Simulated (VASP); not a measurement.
Here is a VASP 6.6.1 calculation.

Contents of INCAR:

```
  PREC = Accurate
  ENCUT = 520
  EDIFF = 1E-6
  ISMEAR = 0
  SIGMA = 0.1
  LREAL = False
  LASPH = True
  NELM = 150
  ALGO = Normal
  ISIF = 2
  LWAVE = False
  LCHARG = False
  ISPIN = 2
  MAGMOM = 1 0 0
  LORBIT = 11
  LMAXMIX = 4
  GGA = PE
  NBANDS = 23
```

KPOINTS

```
regular mesh
0
Gamma
  6 6 4
```

The input POSCAR:

```
PtF2
1.0
    2.8331746200      0.0000000000      0.0000000000
    0.0000000000      2.8331746200      0.0000000000
    0.0000000000      0.0000000000      4.0067139700
Pt F
1 2
Direct
    0.0000000000      0.0000000000      0.0000000000
    0.0000000000      0.0000000000      0.5000000000
    0.5000000000      0.5000000000      0.0000000000
```

Potentials or basis: VASP PAW PBE potentials, release 64 (Pt, F).

Launch:

```sh
$ cat potpaw_PBE.64/Pt/POTCAR potpaw_PBE.64/F/POTCAR > POTCAR
$ mpirun -np 1 vasp_std > vasp.out
```

Problem. What does it give for the net moment?

Solution. 0.00 μB per cell.

Problem. Predict the pressure.

Solution. 75.9 GPa.

Stress tensor (GPa, compression positive):
```
97.23  0.00  0.00
 0.00 97.23  0.00
 0.00  0.00 33.21
```

Caveat: the k points lie up to 0.39 Å⁻¹ apart, too coarse for converged energies and pressures of a metal; the cell differs from its parent crystal (atoms taken out).
